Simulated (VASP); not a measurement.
Input of a VASP 6.6.1 run:

The input INCAR:

```
PREC = Accurate ; ENCUT = 600
EDIFF = 1E-6 ; ISMEAR = -1
SIGMA = 0.1 ; LREAL = False
LASPH = True ; NELM = 120
ALGO = Normal ; ISIF = 2
LWAVE = False ; LCHARG = False
GGA = PE ; NBANDS = 16
GGA_COMPAT = False
```

Contents of KPOINTS:

```
Automatic mesh
0
Gamma
  11 11 4
```

The input POSCAR:

```
C
1.0
    2.4700000000      0.0000000000      0.0000000000
   -1.2350000000      2.1390827500      0.0000000000
    0.0000000000      0.0000000000      6.7900000000
C
4
Direct
    0.0000000000      0.0000000000      0.0000000000
    0.0000000000      0.0000000000      0.5000000000
    0.3333333333      0.6666666667      0.0050000000
    0.6666666667      0.3333333333      0.5050000000
```

Potentials or basis: VASP PAW PBE potentials, release 64 (C).

Run with:

```bash
$ cat potpaw_PBE.64/C/POTCAR > POTCAR
$ mpirun -np 1 vasp_std > vasp.out
```

(1) What does it give for the largest force?

(2) Estimate the pressure.

(3) Estimate the band gap on the k mesh.

## Answers

(1) 0.568 eV/Å.

(2) -0.4 GPa.

(3) 1.24 eV, direct.

Caveat: this functional lacks dispersion, which binds the layers, so the pressure and a relaxed spacing across them are unreliable.
